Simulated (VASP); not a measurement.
Runs of VASP 6.6.1 on K. The structure is that of space group Im-3m (No. 229), or close to it. The cells are those of the table. 

```csv
cell,further INCAR settings,gap on the mesh (eV),pressure (GPa)
"a = 4.626 Å, angles 108.7, 108.7, 111.1°, 1 atom",ALGO = Fast; EDIFF = 1e-06; NBANDS = 10,none,-0.1
"a = 4.580 Å, angles 110.3, 110.3, 107.9°, 1 atom",ALGO = Fast; EDIFF = 1e-07; NBANDS = 10,none,0.0
"a = 4.557 Å, angles 109.9, 109.9, 108.7°, 1 atom",ALGO = Fast; EDIFF = 1e-06; NBANDS = 10,none,0.0
"a = 4.512 Å, angles 110.3, 110.3, 107.8°, 1 atom",ALGO = Fast; EDIFF = 1e-06; NBANDS = 10,none,(a)
"a = 4.580 Å, angles 109.1, 109.1, 110.3°, 1 atom",ALGO = Fast; EDIFF = 1e-06; NBANDS = 10,none,0.0
```

Alike in all rows: task single point; level PBE; potentials or basis VASP PAW PBE potentials, release 64 (K_sv); no spin polarisation; k mesh 14 × 14 × 14; cutoff (eV) 520; smearing gaussian 0.15 eV.

Task: Fill in the values left out.

Result: (a) 0.2.

A gap of «none» marks levels without a gap at the run's occupations.
